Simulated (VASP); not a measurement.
Re, 2 atoms in the cell. It takes space group P6_3/mmc (No. 194, hexagonal). Conventional cell: a = 2.774 Å, b = 2.774 Å, c = 4.487 Å, α = 90.00°, β = 90.00°, γ = 120.00°. Re (site symmetry -6m2) has 12 Re at 2.76 to 2.77 Å within 3.6 Å. 

| Property | Result |
| --- | --- |
| Program | VASP 6.6.1 |
| Task | single point |
| Functional | PBE |
| Potentials or basis | VASP PAW PBE potentials, release 64 (Re) |
| Cutoff | 520 eV |
| k mesh | 24 × 24 × 14 |
| Occupations | gaussian, width 0.05 eV |
| Spin | no spin polarisation |
| Dipole correction | no |
| k mesh for the DOS | 36 × 36 × 21 |
| Occupations for the DOS | tetrahedron |
| Further INCAR settings | ALGO = Fast; EDIFF = 1e-06; NBANDS = 14 |

Potentials or basis: VASP PAW PBE potentials, release 64 (Re).

Run with:

```bash
$ cat potpaw_PBE.64/Re/POTCAR > POTCAR
$ cp INCAR.step1 INCAR
$ cp KPOINTS.step1 KPOINTS
$ mpirun -np 1 vasp_std > vasp.out
$ cp INCAR.step2 INCAR
$ cp KPOINTS.step2 KPOINTS
$ mpirun -np 1 vasp_std > vasp.out
```

Hardware: 1 thread of Intel(R) Xeon(R) 6975P-C (Granite Rapids) (shared host).

Question: How long does it take, and how much memory?

Answer: Wall time 4.2 min on 1 thread of Intel(R) Xeon(R) 6975P-C (Granite Rapids), on a shared host, peak memory 0.63 GiB. Counts: k points 1397.
